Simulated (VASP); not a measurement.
Here is a VASP 6.6.1 calculation.

File INCAR:

```
PREC     = Accurate       # precision mode
ENCUT    = 520            # plane-wave cutoff, eV
EDIFF    = 1E-6           # SCF threshold, eV
ISMEAR   = -1             # smearing method
SIGMA    = 0.05           # smearing width, eV
LREAL    = False          # projectors in reciprocal space
LASPH    = True           # aspherical terms in the spheres
NELM     = 60             # most SCF steps
ALGO     = Normal         # electronic algorithm
ISIF     = 2              # what is computed and relaxed
LWAVE    = False          # write WAVECAR
LCHARG   = True           # write CHGCAR
GGA      = B5             # functional
ALDAX    = 1.0          
AGGAX    = 1.0          
AGGAC    = 1.0          
ALDAC    = 0.0          
LELF     = True           # ELF
LVHAR    = True         
NBANDS   = 15             # bands
```

File KPOINTS:

```
regular mesh
0
Gamma
  11 11 11
```

POSCAR

```
TiC
1.0
    0.0000000000      2.1899902817      2.1899902817
    2.1899902817      0.0000000000      2.1899902817
    2.1899902817      2.1899902817      0.0000000000
Ti C
1 1
Direct
    0.0000000000      0.0000000000      0.0000000000
    0.5000000000      0.5000000000      0.5000000000
```

Potentials or basis: VASP PAW PBE potentials, release 64 (Ti_sv, C).

Run with:

```console
$ cat potpaw_PBE.64/Ti_sv/POTCAR potpaw_PBE.64/C/POTCAR > POTCAR
$ mpirun -np 1 vasp_std > vasp.out
```

**Question.** What does it give for the band gap on the k mesh?

**Answer.** Zero (band 8 reaches 10.12 eV, above the bottom of band 9 at 9.05 eV).

**Question.** Predict the pressure.

**Answer.** 0.5 GPa.

Caveat: the PAW data sets were made with another functional, which shifts forces and pressure a little.
